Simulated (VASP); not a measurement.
# NaScI4 (P4/mmm) in VASP: a series of runs

NaScI4 is run at these levels: PBEsol; tasks: single point, relaxation of cell and atoms.

All numbers are computed with VASP 6.6.1; they aren't measurements. Logs are shortened: lines on timing, memory, paths and dates and some standing lists are left out, and cuts for length are marked.

## (1) The cell of the first run

It takes space group P4/mmm (No. 123, tetragonal). The conventional cell has a = 5.212 Å, b = 5.212 Å, c = 7.684 Å, α = 90.00°, β = 90.00°, γ = 90.00°. Within 4.4 Å of Na (site symmetry 4/mmm) lie 8 I at 3.33 Å. Sc (site symmetry 4/mmm) has 8 I at 3.15 Å within 4.1 Å. Within 4.2 Å of I (site symmetry 2mm) lie 2 Sc at 3.15 Å and 2 Na at 3.33 Å and 6 I at 3.53 to 4.15 Å.

## (2) Single point, PBEsol

INCAR reads:

```
  PREC = Accurate
  ENCUT = 520
  EDIFF = 1E-7
  ISMEAR = -1
  SIGMA = 0.03
  LREAL = False
  LASPH = True
  NELM = 60
  ALGO = Normal
  ISIF = 2
  LWAVE = False
  LCHARG = False
  GGA = PS
  NBANDS = 32
```

KPOINTS reads:

```
Automatic mesh
0
Gamma
  4 4 4
```

POSCAR reads:

```
NaScI4
1.0
    5.2117271284      0.0000000000      0.0000000000
    0.0000000000      5.2117271284      0.0000000000
    0.0000000000      0.0000000000      7.6844867415
Na Sc I
1 1 4
Direct
    0.0000000000      0.0000000000      0.0000000000
    0.5000000000      0.5000000000      0.5000000000
    0.5000000000      0.0000000000      0.7299659335
    0.0000000000      0.5000000000      0.2700340665
    0.5000000000      0.0000000000      0.2700340665
    0.0000000000      0.5000000000      0.7299659335
```

Potentials or basis: VASP PAW PBE potentials, release 64 (Na_pv, Sc_sv, I).

Started as:

```console
$ cat potpaw_PBE.64/Na_pv/POTCAR potpaw_PBE.64/Sc_sv/POTCAR potpaw_PBE.64/I/POTCAR > POTCAR
$ mpirun -np 1 vasp_std > vasp.out
```

OUTCAR:

```text
PREC = Accurate
   ENCUT = 520
   EDIFF = 1E-7
   ISMEAR = -1
   LREAL = False
   LASPH = True
   NELM = 60
   ISIF = 2
   GGA = PS

 ion  position               nearest neighbor table
   1  0.000  0.000  0.000-
   2  0.500  0.500  0.500-   3 3.15   4 3.15   5 3.15   6 3.15   3 3.15   5 3.15   4 3.15   6 3.15

   3  0.500  0.000  0.730-   2 3.15   2 3.15   5 3.53
   4  0.000  0.500  0.270-   2 3.15   2 3.15   6 3.53
   5  0.500  0.000  0.270-   2 3.15   2 3.15   3 3.53
   6  0.000  0.500  0.730-   2 3.15   2 3.15   4 3.53

  LATTYP: Found a simple tetragonal cell.
 ALAT       =     5.2117271284
 C/A-ratio  =     1.4744606830

  Lattice vectors:

 A1 = (   5.2117271284,   0.0000000000,   0.0000000000)
 A2 = (   0.0000000000,   5.2117271284,   0.0000000000)
 A3 = (   0.0000000000,   0.0000000000,   7.6844867415)

Analysis of symmetry for initial positions (statically):
=====================================================================
 Subroutine PRICEL returns:
 Original cell was already a primitive cell.

 Routine SETGRP: Setting up the symmetry group for a
 simple tetragonal supercell.

 Subroutine GETGRP returns: Found 16 space group operations
 (whereof 16 operations were pure point group operations)
 out of a pool of 16 trial point group operations.

The static configuration has the point symmetry D_4h.

Analysis of symmetry for dynamics (positions and initial velocities):
=====================================================================
 Subroutine PRICEL returns:
 Original cell was already a primitive cell.

 Routine SETGRP: Setting up the symmetry group for a
 simple tetragonal supercell.

 Subroutine GETGRP returns: Found 16 space group operations
 (whereof 16 operations were pure point group operations)
 out of a pool of 16 trial point group operations.

The dynamic configuration has the point symmetry D_4h.

 Subroutine INISYM returns: Found 16 space group operations
 (whereof 16 operations are pure point group operations),
 and found     1 'primitive' translations

----------------------------------------------------------------------------------------

                                     Primitive cell

  volume of cell :     208.7268

[... 88 lines left out ...]
   NELM   =     60;   NELMIN=  2; NELMDL= -5     # of ELM steps
   EDIFF  = 0.1E-06   stopping-criterion for ELM
   LREAL  =      F    real-space projection
   EDIFFG = 0.1E-05   stopping-criterion for IOM
   NSW    =      0    number of steps for IOM
   IBRION =     -1    ionic relax: 0-MD 1-quasi-New 2-CG
   NFREE  =      0    steps in history (QN), initial steepest desc. (CG)
   ISIF   =      2    stress and relaxation
   ISYM   =      2    0-nonsym 1-usesym 2-fastsym
   POTIM  = 0.5000    time-step for ionic-motion
   TEBEG  =    0.0;   TEEND  =   0.0 temperature during run
   PSTRESS=    0.0 pullay stress
   NELECT =      46.0000    total number of electrons
   NUPDOWN=      -1.0000    fix difference up-down
   EMIN   =  10.00;   EMAX   =-10.00  energy-range for DOS
   EFERMI =   0.00;   METHOD = LEGACY
   ISMEAR =    -1;   SIGMA  =   0.03  broadening in eV -4-tet -1-fermi 0-gaus
   EFERMI_NEDOS =   21; number of points for ismear=-14 and -15
   IALGO  =     38    algorithm
   IMIX   =      4    mixing-type and parameters
     AMIX     =   0.40;   BMIX     =  1.00
     AMIX_MAG =   1.60;   BMIX_MAG =  1.00
  volume/ion in A,a.u.               =      34.79       234.76
  Fermi-wavevector in a.u.,A,eV,Ry     =   0.988860  1.868674 13.304370  0.977844
  Thomas-Fermi vector in A             =   2.120417
   LORBIT       =      0    0 simple, 1 ext, 2 COOP (PROOUT), +10 PAW based schemes
   GGA     = PS    functional components
   LHFCALC =     F    Hartree Fock is set to
   AEXX    =    0.0000 exact exchange contribution
   IVDW    =     0    specifies the selected vdW correction
   LEPSILON=     F    determine dielectric tensor
   LRPA    =     F    only Hartree local field effects (RPA)
 non-spin polarized calculation
  energy-cutoff  :      520.00
  volume of cell :      208.73
 maximum number of plane-waves:      5664
 NGX is ok and might be reduce to    40
   NGX = 19   NGY = 19   NGZ = 29

 number of electron      46.0000006 magnetization

 Free energy of the ion-electron system (eV)
  ---------------------------------------------------
  ext. energy  EPLUGINS =         0.00000000
  ---------------------------------------------------
  free energy    TOTEN  =       -20.74248012 eV

  energy without entropy =      -20.74226992  energy(sigma->0) =      -20.74237502

 E-fermi :   3.7743     XC(G=0):  -8.4206

 val. band max:        3.6465268207   @ k =   0.5000   0.5000   0.0000
 cond. band min:       3.9031177172   @ k =   0.0000   0.0000   0.0000
 fundamental gap:      0.2565908965
 Fermi energy:         3.7742655478

 k-point     1 :       0.0000    0.0000    0.0000
  band No.  band energies     occupation
      1     -47.5013      2.00000
      2     -26.1603      2.00000
      3     -26.1394      2.00000
      4     -26.1394      2.00000
      5     -20.2238      2.00000
      6     -20.2238      2.00000
[... 619 lines left out ...]
     31       7.9150      0.00000
     32       8.5010      0.00000

------------------------ aborting loop because EDIFF is reached ----------------------------------------

  FORCE on cell =-STRESS in cart. coord.  units (eV):
  Direction    XX          YY          ZZ          XY          YZ          ZX
  --------------------------------------------------------------------------------------
  -------------------------------------------------------------------------------------
  Total        0.0705423      0.0705423      0.0566866      0.0000000      0.0000000      0.0000000
  in kB        0.5414796      0.5414796      0.4351240      0.0000000      0.0000000      0.0000000
  external PRESSURE =       0.5060277 kB  Pullay stress =       0.0000000 kB

 VOLUME and BASIS-vectors are now :
 -----------------------------------------------------------------------------
  energy-cutoff  :      520.00
  volume of cell :      208.73
      direct lattice vectors                 reciprocal lattice vectors
     5.211727128  0.000000000  0.000000000     0.191874973  0.000000000  0.000000000
     0.000000000  5.211727128  0.000000000     0.000000000  0.191874973  0.000000000
     0.000000000  0.000000000  7.684486741     0.000000000  0.000000000  0.130132309

 POSITION                                       TOTAL-FORCE (eV/Angst)
 -----------------------------------------------------------------------------------
      0.00000      0.00000      0.00000        -0.000000      0.000000      0.000000
      2.60586      2.60586      3.84224        -0.000000      0.000000      0.000000
      2.60586      0.00000      5.60941        -0.000000      0.000000      0.007313
      0.00000      2.60586      2.07507         0.000000     -0.000000     -0.007313
      2.60586      0.00000      2.07507        -0.000000      0.000000     -0.007313
      0.00000      2.60586      5.60941        -0.000000     -0.000000      0.007313
 -----------------------------------------------------------------------------------
    total drift:                                0.000000      0.000000     -0.000000

  FREE ENERGIE OF THE ION-ELECTRON SYSTEM (eV)
  ---------------------------------------------------
  free  energy   TOTEN  =       -20.7424801186 eV

  energy  without entropy=      -20.7422699207  energy(sigma->0) =      -20.74237502
```

OSZICAR:

```text
N       E                     dE             d eps       ncg     rms          rms(c)
DAV:   1     0.462812469383E+03    0.46281E+03   -0.19045E+04  1200   0.127E+03
DAV:   2     0.371612586304E+02   -0.42565E+03   -0.41014E+03  1208   0.352E+02
DAV:   3    -0.197919659656E+02   -0.56953E+02   -0.54149E+02  1680   0.120E+02
DAV:   4    -0.234419385078E+02   -0.36500E+01   -0.36324E+01  1728   0.325E+01
DAV:   5    -0.235504387904E+02   -0.10850E+00   -0.10848E+00  1424   0.571E+00    0.866E+00
DAV:   6    -0.207796751325E+02    0.27708E+01   -0.36233E+00  1616   0.172E+01    0.472E+00
DAV:   7    -0.207532883317E+02    0.26387E-01   -0.28327E-01  1472   0.271E+00    0.257E+00
DAV:   8    -0.207607060232E+02   -0.74177E-02   -0.11973E-01  1560   0.343E+00    0.899E-01
DAV:   9    -0.207592487123E+02    0.14573E-02   -0.76073E-02  1560   0.378E+00    0.788E-01
DAV:  10    -0.207420855867E+02    0.17163E-01   -0.22363E-02  1488   0.230E+00    0.155E-01
DAV:  11    -0.207422533395E+02   -0.16775E-03   -0.19990E-03  1624   0.484E-01    0.108E-01
DAV:  12    -0.207427748282E+02   -0.52149E-03   -0.56090E-04  1576   0.172E-01    0.109E-01
DAV:  13    -0.207424530386E+02    0.32179E-03   -0.46990E-04  1576   0.294E-01    0.157E-02
DAV:  14    -0.207424719993E+02   -0.18961E-04   -0.45023E-05  1536   0.452E-02    0.721E-03
DAV:  15    -0.207424794226E+02   -0.74233E-05   -0.14532E-05  1392   0.219E-02    0.339E-03
DAV:  16    -0.207424798969E+02   -0.47426E-06   -0.11367E-06  1472   0.700E-03    0.213E-03
DAV:  17    -0.207424800511E+02   -0.15425E-06   -0.17392E-07  1144   0.198E-03    0.187E-03
DAV:  18    -0.207424801186E+02   -0.67464E-07   -0.51341E-08  1048   0.249E-03
   1 F= -.20742480E+02 E0= -.20742375E+02  d E =-.210198E-03
```

Run time: 95 s. Hardware: 1 thread of Intel Xeon Platinum 8488C (Sapphire Rapids), shared host; peak memory 0.36 GiB.

What came out:

| Property | Result |
| --- | --- |
| Free energy | -20.7425 eV |
| Pressure | 0.1 GPa |
| Largest force | 0.007 eV/Å |
| Band gap on the k mesh | 0.26 eV (least direct gap 0.40 eV) |

Forces in eV/Å, atoms in the order of the input:
```
Na   0.000  0.000  0.000
Sc   0.000  0.000  0.000
I    0.000  0.000  0.007
I    0.000  0.000 -0.007
I    0.000  0.000 -0.007
I    0.000  0.000  0.007
```

Levels at points of the mesh, in eV from the valence-band top:
```
           k point  band 20  band 21  band 22  band 23  band 24  band 25  band 26  band 27
(0.00, 0.00, 0.00)    -1.17    -0.99    -0.99    -0.43     0.26     0.43     1.50     1.82
(0.50, 0.00, 0.00)    -2.25    -2.13    -1.38    -0.99     0.40     0.82     1.31     1.31
(0.50, 0.50, 0.00)    -1.35    -0.43    -0.43     0.00     0.40     0.53     1.24     1.24
(0.00, 0.00, 0.50)    -1.10    -1.10    -1.08    -1.08     0.36     0.44     1.67     1.67
(0.50, 0.00, 0.50)    -2.64    -2.35    -2.30    -2.21     0.43     0.88     1.10     1.61
(0.50, 0.50, 0.50)    -1.73    -0.52    -0.32    -0.13     0.45     0.76     1.01     1.01
```

Caveat: the PAW data sets were made with another functional, which shifts forces and pressure a little; spin-orbit coupling is left out, which moves the levels of the heavy elements.

## (3) Relaxation of cell and atoms, PBEsol

This run uses another cell than the first one, of 40.19 Å³/atom.

INCAR reads:

```
SYSTEM = NaScI4
PREC     = Accurate       ! precision mode
ENCUT    = 600            ! plane-wave cutoff, eV
EDIFF    = 1E-6           ! SCF threshold, eV
ISMEAR   = -1             ! smearing method
SIGMA    = 0.03           ! smearing width, eV
LREAL    = .FALSE.        ! projectors in reciprocal space
LASPH    = .TRUE.         ! aspherical terms in the spheres
NELM     = 80             ! most SCF steps
ALGO     = Normal         ! electronic algorithm
ISIF     = 3              ! what is computed and relaxed
LWAVE    = .FALSE.        ! write WAVECAR
LCHARG   = .FALSE.        ! write CHGCAR
GGA      = PS             ! functional
IBRION   = 2              ! ionic algorithm
NSW      = 100            ! ionic steps
EDIFFG   = -0.01          ! ionic threshold
```

KPOINTS reads:

```
regular mesh
0
G
  4 4 4
  0 0 0
```

POSCAR reads:

```
NaScI4
1.0
    5.5129787000      0.0000000000      0.0000000000
    0.0000000000      5.5129787000      0.0000000000
    0.0000000000      0.0000000000      7.9337503500
Na Sc I
1 1 4
Direct
    0.0000000000      0.0000000000      0.0000000000
    0.5000000000      0.5000000000      0.5000000000
    0.5000000000      0.0000000000      0.7327468500
    0.0000000000      0.5000000000      0.2672531500
    0.5000000000      0.0000000000      0.2672531500
    0.0000000000      0.5000000000      0.7327468500
```

Potentials or basis: VASP PAW PBE potentials, release 64 (Na_pv, Sc_sv, I).

Started as:

```console
$ cat potpaw_PBE.64/Na_pv/POTCAR potpaw_PBE.64/Sc_sv/POTCAR potpaw_PBE.64/I/POTCAR > POTCAR
$ mpirun -np 1 vasp_std > vasp.out
```

It took 9.1 min on 1 thread of Intel Xeon Platinum 8488C (Sapphire Rapids), shared host; peak memory 0.52 GiB.

The run converged. Its results:

```yaml
Free_energy: -20.7446 eV
Relaxed_volume: 34.83 Å³/atom
Relaxed_cell: a = 5.216 Å, b = 5.216 Å, c = 7.680 Å, α = 90.00°, β = 90.00°, γ = 90.00°
Space_group_after_relaxing_to_0.1_Å: P4/mmm (No. 123)
Energy_gained_by_relaxing: 68.4 meV/atom
Ionic_steps: 10
Pressure_after_relaxing: 0.0 GPa
Band_gap_on_the_k_mesh: 0.26 eV (least direct gap 0.40 eV)
```

Step by step:
| step | energy change (eV) | largest force (eV/Å) | pressure (GPa) | volume (Å³) |
| --- | --- | --- | --- | --- |
| 1 | 0.0000 | 0.3001 | -3.31 | 241.13 |
| 2 | -0.3985 | 0.0436 | -0.67 | 213.25 |
| 3 | -0.4093 | 0.0130 | -0.01 | 208.75 |
| 4 | -0.4092 | 0.0213 | 0.09 | 208.14 |
| 5 | -0.4100 | 0.0062 | 0.07 | 208.23 |
| 6 | -0.4101 | 0.0106 | 0.08 | 208.25 |
| 7 | -0.4102 | 0.0150 | 0.00 | 208.80 |
| 8 | -0.4102 | 0.0154 | -0.01 | 208.86 |
| 9 | -0.4103 | 0.0107 | -0.01 | 208.90 |
| 10 | -0.4103 | 0.0012 | 0.00 | 208.99 |

Final structure:
```cif
data_structure
_symmetry_space_group_name_H-M 'P 1'
_symmetry_Int_Tables_number 1
_cell_length_a 5.2164
_cell_length_b 5.2164
_cell_length_c 7.6805
_cell_angle_alpha 90.000
_cell_angle_beta 90.000
_cell_angle_gamma 90.000
_cell_volume 208.99
loop_
_atom_site_label
_atom_site_type_symbol
_atom_site_fract_x
_atom_site_fract_y
_atom_site_fract_z
_atom_site_occupancy
Na1 Na 0.00000 0.00000 0.00000 1
Sc1 Sc 0.50000 0.50000 0.50000 1
I1 I 0.50000 0.00000 0.73017 1
I2 I 0.00000 0.50000 0.26983 1
I3 I 0.50000 0.00000 0.26983 1
I4 I 0.00000 0.50000 0.73017 1
```

Levels at points of the mesh, in eV from the valence-band top:
| k point | band 21 | band 22 | band 23 | band 24 | band 25 | band 26 |
| --- | --- | --- | --- | --- | --- | --- |
| (0.00, 0.00, 0.00) | -0.98 | -0.98 | -0.42 | 0.26 | 0.44 | 1.50 |
| (0.50, 0.00, 0.00) | -2.12 | -1.36 | -0.98 | 0.41 | 0.83 | 1.31 |
| (0.50, 0.50, 0.00) | -0.43 | -0.43 | 0.00 | 0.40 | 0.53 | 1.24 |
| (0.00, 0.00, 0.50) | -1.10 | -1.07 | -1.07 | 0.36 | 0.44 | 1.67 |
| (0.50, 0.00, 0.50) | -2.34 | -2.29 | -2.20 | 0.44 | 0.88 | 1.10 |
| (0.50, 0.50, 0.50) | -0.52 | -0.31 | -0.13 | 0.46 | 0.76 | 1.01 |

Caveat: the PAW data sets were made with another functional, which shifts forces and pressure a little; spin-orbit coupling is left out, which moves the levels of the heavy elements. A k mesh can miss the band edges.
